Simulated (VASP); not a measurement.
Input of a VASP 6.6.1 run:

Contents of INCAR:

```
SYSTEM = SiNi2
PREC = Accurate ; ENCUT = 600
EDIFF = 1E-7 ; ISMEAR = 0
SIGMA = 0.1 ; LREAL = .False.
LASPH = .True. ; NELM = 120
ALGO = Normal ; ISIF = 3
LWAVE = .False. ; LCHARG = .False.
GGA = PE ; IBRION = 2
NSW = 100 ; EDIFFG = -0.01
GGA_COMPAT = .False. ; NELMIN = 4
```

Contents of KPOINTS:

```
Automatic mesh
0
Gamma
  12 12 8
  0 0 0
```

The input POSCAR:

```
SiNi2
1.0
    3.9107465603      0.0000000000      0.0000000000
   -1.9553732802      3.3868058690      0.0000000000
    0.0000000000      0.0000000000      4.9920706851
Si Ni
2 4
Direct
    0.3333333333      0.6666666667      0.7500000000
    0.6666666667      0.3333333333      0.2500000000
    0.0000000000      0.0000000000      0.0000000000
    0.0000000000      0.0000000000      0.5000000000
    0.3333333333      0.6666666667      0.2500000000
    0.6666666667      0.3333333333      0.7500000000
```

Potentials or basis: VASP PAW PBE potentials, release 64 (Si, Ni).

The run is started by

```bash
$ cat potpaw_PBE.64/Si/POTCAR potpaw_PBE.64/Ni/POTCAR > POTCAR
$ mpirun -np 1 vasp_std > vasp.out
```

Task: Predict the band gap on the k mesh.

Result: Zero (bands 24 and 25 overlap by 3.20 eV).

Task: What does it give for the relaxed volume?

Result: 11.03 Å³/atom.

Task: What does it give for the relaxed cell?

Result: a = 3.913 Å, b = 3.913 Å, c = 4.990 Å, α = 90.00°, β = 90.00°, γ = 120.00°.

Final structure:
```xyz
6
Lattice="3.9129 0.0000 0.0000 -1.9564 3.3887 0.0000 0.0000 0.0000 4.9899" Properties=species:S:1:pos:R:3 pbc="T T T"
Si    0.0000    2.2591    3.7425
Si    1.9565    1.1296    1.2475
Ni    1.9564    3.3887    0.0000
Ni    1.9564    3.3887    2.4950
Ni    0.0000    2.2591    1.2475
Ni    1.9565    1.1296    3.7425
```

Spin polarisation is off, so any magnetic state and its effect on volume and gap are missing.
